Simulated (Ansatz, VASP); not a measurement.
## RbPd in VASP and in Ansatz

```
Rb Pd
1.0
     0.00000    3.23648    3.23648
     3.23648    0.00000    3.23648
     3.23648    3.23648    0.00000
Rb Pd
1 1
Cartesian
  0.0000 0.0000 0.0000
  4.8547 4.8547 4.8547
```

Change from the starting cell: species swapped into the GaSb type (F-43m, No. 216).

Alike in both runs: task single point; functional PBE; k mesh 6 × 6 × 6; occupations gaussian, width 0.1 eV; no spin polarisation.

|  | VASP | Ansatz |
| --- | --- | --- |
| version | VASP 6.6.1 | Ansatz 0.2.0 |
| potentials or method | VASP PAW PBE potentials, release 64 (Rb_sv, Pd), cutoff 520 eV | scalar-relativistic, plane waves, PAW |
| valence electrons in the cell | 19 | 27 |

```tsv
	VASP	Ansatz	Ansatz less VASP
gap on the k mesh at the Fermi level (eV)	none	none	-
pressure (GPa)	5.2	4.9	-0.24
```

A gap of «none» marks a metal or a gap that the smearing closes. VASP's potentials hold 19 valence electrons a cell and Ansatz's 27, so a difference there can come from the potentials and not from the codes.
